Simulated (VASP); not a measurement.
# AlFe (Pm-3m) in VASP: a series of runs

The runs below take AlFe through single point, relaxation of cell and atoms, with PBEsol.

Program: VASP 6.6.1. These are calculated values, not measurements. Logs are shortened: lines on timing, memory, paths and dates and some standing lists are left out, and cuts for length are marked.

### 1 The cell of the first run

It takes space group Pm-3m (No. 221, cubic). The conventional cell has a = 2.871 Å, b = 2.871 Å, c = 2.871 Å, α = 90.00°, β = 90.00°, γ = 90.00°. Within 3.3 Å of Al (site symmetry m-3m) lie 8 Fe at 2.49 Å and 6 Al at 2.87 Å. Fe (site symmetry m-3m) has 8 Al at 2.49 Å and 6 Fe at 2.87 Å within 3.3 Å.

### 2 Single point, PBEsol, collinear spin, ferromagnetic start

The input, INCAR:

```
SYSTEM = AlFe
  ALGO = Fast
  EDIFF = 1E-6
  ENCUT = 520
  GGA = PS
  ISIF = 2
  ISMEAR = 0
  ISPIN = 2
  LASPH = .TRUE.
  LCHARG = .FALSE.
  LMAXMIX = 4
  LORBIT = 11
  LREAL = .FALSE.
  LWAVE = .FALSE.
  MAGMOM = 0 4
  NBANDS = 16
  NELM = 150
  PREC = Accurate
  SIGMA = 0.1
```

The input, KPOINTS:

```
k-points
0
G
  6 6 6
  0 0 0
```

The input, POSCAR:

```
AlFe
1.0
    2.8706847787      0.0000000000      0.0000000000
    0.0000000000      2.8706847787      0.0000000000
    0.0000000000      0.0000000000      2.8706847787
Al Fe
1 1
Direct
    0.0000000000      0.0000000000      0.0000000000
    0.5000000000      0.5000000000      0.5000000000
```

Potentials or basis: VASP PAW PBE potentials, release 64 (Al, Fe).

Run with:

```bash
cat potpaw_PBE.64/Al/POTCAR potpaw_PBE.64/Fe/POTCAR > POTCAR
mpirun -np 1 vasp_std > vasp.out
```

OUTCAR:

```text
SYSTEM = AlFe
   EDIFF = 1E-6
   ENCUT = 520
   GGA = PS
   ISIF = 2
   ISMEAR = 0
   ISPIN = 2
   LASPH = .TRUE.
   LORBIT = 11
   LREAL = .FALSE.
   NELM = 150
   PREC = Accurate

 ion  position               nearest neighbor table
   1  0.000  0.000  0.000-   2 2.49   2 2.49   2 2.49   2 2.49   2 2.49   2 2.49   2 2.49   2 2.49

   2  0.500  0.500  0.500-   1 2.49   1 2.49   1 2.49   1 2.49   1 2.49   1 2.49   1 2.49   1 2.49

  LATTYP: Found a simple cubic cell.
 ALAT       =     2.8706847787

  Lattice vectors:

 A1 = (   2.8706847787,   0.0000000000,   0.0000000000)
 A2 = (   0.0000000000,   2.8706847787,   0.0000000000)
 A3 = (   0.0000000000,   0.0000000000,   2.8706847787)

Analysis of symmetry for initial positions (statically):
=====================================================================
 Subroutine PRICEL returns:
 Original cell was already a primitive cell.

 Routine SETGRP: Setting up the symmetry group for a
 simple cubic supercell.

 Subroutine GETGRP returns: Found 48 space group operations
 (whereof 48 operations were pure point group operations)
 out of a pool of 48 trial point group operations.

The static configuration has the point symmetry O_h .

Analysis of symmetry for dynamics (positions and initial velocities):
=====================================================================
 Subroutine PRICEL returns:
 Original cell was already a primitive cell.

 Routine SETGRP: Setting up the symmetry group for a
 simple cubic supercell.

 Subroutine GETGRP returns: Found 48 space group operations
 (whereof 48 operations were pure point group operations)
 out of a pool of 48 trial point group operations.

The dynamic configuration has the point symmetry O_h .

Analysis of structural, dynamic, and magnetic symmetry:
=====================================================================
 Subroutine PRICEL returns:
 Original cell was already a primitive cell.

 Routine SETGRP: Setting up the symmetry group for a
 simple cubic supercell.

 Subroutine GETGRP returns: Found 48 space group operations
 (whereof 48 operations were pure point group operations)
 out of a pool of 48 trial point group operations.

The overall configuration has the point symmetry O_h .

 Subroutine INISYM returns: Found 48 space group operations
 (whereof 48 operations are pure point group operations),
 and found     1 'primitive' translations

----------------------------------------------------------------------------------------

                                     Primitive cell

  volume of cell :      23.6568

  direct lattice vectors                    reciprocal lattice vectors
     2.870684779  0.000000000  0.000000000     0.348348940  0.000000000  0.000000000
     0.000000000  2.870684779  0.000000000     0.000000000  0.348348940  0.000000000
     0.000000000  0.000000000  2.870684779     0.000000000  0.000000000  0.348348940

  length of vectors
     2.870684779  2.870684779  2.870684779     0.348348940  0.348348940  0.348348940

  position of ions in fractional coordinates (direct lattice)
     0.000000000  0.000000000  0.000000000
     0.500000000  0.500000000  0.500000000

  ion indices of the primitive-cell ions
   primitive index   ion index
                 1           1
                 2           2

----------------------------------------------------------------------------------------

 KPOINTS: k-points

Automatic generation of k-mesh.
 Grid dimensions read from file:
 generate k-points for:    6    6    6

 Generating k-lattice:

  Cartesian coordinates                     Fractional coordinates (reciprocal lattice)
     0.058058157  0.000000000  0.000000000     0.166666667  0.000000000  0.000000000
     0.000000000  0.058058157  0.000000000     0.000000000  0.166666667  0.000000000
     0.000000000  0.000000000  0.058058157     0.000000000  0.000000000  0.166666667

  Length of vectors
     0.058058157  0.058058157  0.058058157

  Shift w.r.t. Gamma in fractional coordinates (k-lattice)
     0.000000000  0.000000000  0.000000000

 Subroutine IBZKPT returns following result:
 ===========================================

 Found     20 irreducible k-points:

 Following reciprocal coordinates:
            Coordinates               Weight
  0.000000  0.000000  0.000000      1.000000
  0.166667  0.000000  0.000000      6.000000
  0.333333  0.000000  0.000000      6.000000
  0.500000  0.000000  0.000000      3.000000
  0.166667  0.166667  0.000000     12.000000
  0.333333  0.166667  0.000000     24.000000
[... 12 lines left out ...]
  0.500000  0.500000  0.333333      6.000000
  0.500000  0.500000  0.500000      1.000000
   k-points           NKPTS =     20   k-points in BZ     NKDIM =     20   number of bands    NBANDS=     16
   number of dos      NEDOS =    301   number of ions     NIONS =      2
   total plane-waves  NPLWV =  13824
   dimension x,y,z NGX =    24 NGY =   24 NGZ =   24
   dimension x,y,z NGXF=    48 NGYF=   48 NGZF=   48
   ions per type =               1   1
   NGX,Y,Z   is equivalent  to a cutoff of  13.90, 13.90, 13.90 a.u.
   NGXF,Y,Z  is equivalent  to a cutoff of  27.80, 27.80, 27.80 a.u.
 SYSTEM =  AlFe
   PREC   = accura    normal or accurate (medium, high low for compatibility)
   ISTART =      0    job   : 0-new  1-cont  2-samecut
   ICHARG =      2    charge: 1-file 2-atom 10-const
   ISPIN  =      2    spin polarized calculation?
   LNONCOLLINEAR =      F non collinear calculations
   LSORBIT =      F    spin-orbit coupling
   LASPH  =      T    aspherical Exc in radial PAW
   ENCUT  =  520.0 eV  38.22 Ry    6.18 a.u.   5.34  5.34  5.34*2*pi/ulx,y,z
   NELM   =    150;   NELMIN=  2; NELMDL= -5     # of ELM steps
   EDIFF  = 0.1E-05   stopping-criterion for ELM
   LREAL  =      F    real-space projection
   EDIFFG = 0.1E-04   stopping-criterion for IOM
   NSW    =      0    number of steps for IOM
   IBRION =     -1    ionic relax: 0-MD 1-quasi-New 2-CG
   NFREE  =      0    steps in history (QN), initial steepest desc. (CG)
   ISIF   =      2    stress and relaxation
   ISYM   =      2    0-nonsym 1-usesym 2-fastsym
   POTIM  = 0.5000    time-step for ionic-motion
   TEBEG  =    0.0;   TEEND  =   0.0 temperature during run
   PSTRESS=    0.0 pullay stress
   NELECT =      11.0000    total number of electrons
   NUPDOWN=      -1.0000    fix difference up-down
   EMIN   =  10.00;   EMAX   =-10.00  energy-range for DOS
   EFERMI =   0.00;   METHOD = LEGACY
   ISMEAR =     0;   SIGMA  =   0.10  broadening in eV -4-tet -1-fermi 0-gaus
   EFERMI_NEDOS =   21; number of points for ismear=-14 and -15
   IALGO  =     68    algorithm
   IMIX   =      4    mixing-type and parameters
     AMIX     =   0.40;   BMIX     =  1.00
     AMIX_MAG =   1.60;   BMIX_MAG =  1.00
  volume/ion in A,a.u.               =      11.83        79.82
  Fermi-wavevector in a.u.,A,eV,Ry     =   1.268295  2.396730 21.885947  1.608572
  Thomas-Fermi vector in A             =   2.401397
   LORBIT       =     11    0 simple, 1 ext, 2 COOP (PROOUT), +10 PAW based schemes
   GGA     = PS    functional components
   LHFCALC =     F    Hartree Fock is set to
   AEXX    =    0.0000 exact exchange contribution
   IVDW    =     0    specifies the selected vdW correction
   LEPSILON=     F    determine dielectric tensor
   LRPA    =     F    only Hartree local field effects (RPA)
 spin polarized calculation
 RMM-DIIS sequential band-by-band and
 Gauss-broadening in eV      SIGMA  =   0.10
  energy-cutoff  :      520.00
  volume of cell :       23.66
 maximum number of plane-waves:       655
 NGX is ok and might be reduce to    24
   NGX = 11   NGY = 11   NGZ = 11

 number of electron      10.9999995 magnetization       0.7096656

 Free energy of the ion-electron system (eV)
  ---------------------------------------------------
  ext. energy  EPLUGINS =         0.00000000
  ---------------------------------------------------
  free energy    TOTEN  =       -13.73799474 eV

  energy without entropy =      -13.72821800  energy(sigma->0) =      -13.73310637

 E-fermi :   7.8726     XC(G=0): -12.2783

 val. band max:        7.8474529208   @ k =   0.5000   0.5000   0.1667
 cond. band min:       7.8891657513   @ k =   0.3333   0.1667   0.1667
 fundamental gap:      0.0417128306
 Fermi energy:         7.8726194534

 spin component 1

 k-point     1 :       0.0000    0.0000    0.0000
  band No.  band energies     occupation
      1      -2.5000      1.00000
      2       5.3936      1.00000
      3       5.3936      1.00000
      4       7.5365      1.00000
      5       7.5365      1.00000
      6       7.5365      1.00000
[... 8 lines left out ...]
     15      29.7248      0.00000
     16      31.6329      0.00000
[... 343 lines left out ...]
 k-point    20 :       0.5000    0.5000    0.5000
  band No.  band energies     occupation
      1       4.2871      1.00000
      2       4.2871      1.00000
      3       4.2871      1.00000
      4       8.4137      0.00000
      5       8.4137      0.00000
      6      10.8830      0.00000
[... 8 lines left out ...]
     15      35.9696      0.00000
     16      39.9870      0.00000
 Fermi energy:         7.8726194534

 spin component 2

 k-point     1 :       0.0000    0.0000    0.0000
  band No.  band energies     occupation
      1      -2.4720      1.00000
      2       5.7339      1.00000
      3       5.7339      1.00000
      4       8.3870      0.00000
      5       8.3870      0.00000
      6       8.3870      0.00000
[... 8 lines left out ...]
     15      29.7956      0.00000
     16      31.6375      0.00000
[... 343 lines left out ...]
 k-point    20 :       0.5000    0.5000    0.5000
  band No.  band energies     occupation
      1       4.7185      1.00000
      2       4.7185      1.00000
      3       4.7185      1.00000
      4       8.9182      0.00000
      5       8.9182      0.00000
      6      10.9604      0.00000
[... 8 lines left out ...]
     15      35.8835      0.00000
     16      39.9782      0.00000

------------------------ aborting loop because EDIFF is reached ----------------------------------------

  FORCE on cell =-STRESS in cart. coord.  units (eV):
  Direction    XX          YY          ZZ          XY          YZ          ZX
  --------------------------------------------------------------------------------------
  -------------------------------------------------------------------------------------
  Total       -0.6792907     -0.6792907     -0.6792907      0.0000000      0.0000000     -0.0000000
  in kB      -46.0054972    -46.0054972    -46.0054972      0.0000000      0.0000000     -0.0000000
  external PRESSURE =     -46.0054972 kB  Pullay stress =       0.0000000 kB

 VOLUME and BASIS-vectors are now :
 -----------------------------------------------------------------------------
  energy-cutoff  :      520.00
  volume of cell :       23.66
      direct lattice vectors                 reciprocal lattice vectors
     2.870684779  0.000000000  0.000000000     0.348348940  0.000000000  0.000000000
     0.000000000  2.870684779  0.000000000     0.000000000  0.348348940  0.000000000
     0.000000000  0.000000000  2.870684779     0.000000000  0.000000000  0.348348940

 POSITION                                       TOTAL-FORCE (eV/Angst)
 -----------------------------------------------------------------------------------
      0.00000      0.00000      0.00000         0.000000      0.000000      0.000000
      1.43534      1.43534      1.43534         0.000000      0.000000      0.000000
 -----------------------------------------------------------------------------------
    total drift:                                0.000000     -0.000000     -0.000000

  FREE ENERGIE OF THE ION-ELECTRON SYSTEM (eV)
  ---------------------------------------------------
  free  energy   TOTEN  =       -13.7379947434 eV

  energy  without entropy=      -13.7282180041  energy(sigma->0) =      -13.73310637

 total charge

# of ion       s       p       d       tot
------------------------------------------
    1        0.399   0.436   0.000   0.835
    2        0.439   0.512   6.484   7.434
--------------------------------------------------
tot          0.838   0.947   6.484   8.269

 magnetization (x)

# of ion       s       p       d       tot
------------------------------------------
    1       -0.007  -0.012   0.000  -0.020
    2       -0.002   0.009   0.732   0.739
--------------------------------------------------
tot         -0.010  -0.004   0.732   0.719
```

Wall time 23 s (1 thread of Intel Xeon 8259CL, shared host); peak memory 0.15 GiB.

Results:

* Free energy: -13.7380 eV
* Pressure: -4.6 GPa
* Net moment: 0.71 μB per cell
* Site moments: Al -0.02; Fe +0.74 μB
* Valence electrons inside the program's atomic spheres: Al 0.83; Fe 7.43

Caveat: the k points lie up to 0.36 Å⁻¹ apart; the PAW data sets were made with another functional, which shifts forces and pressure a little.

(Part 1 of 3 ends here.)
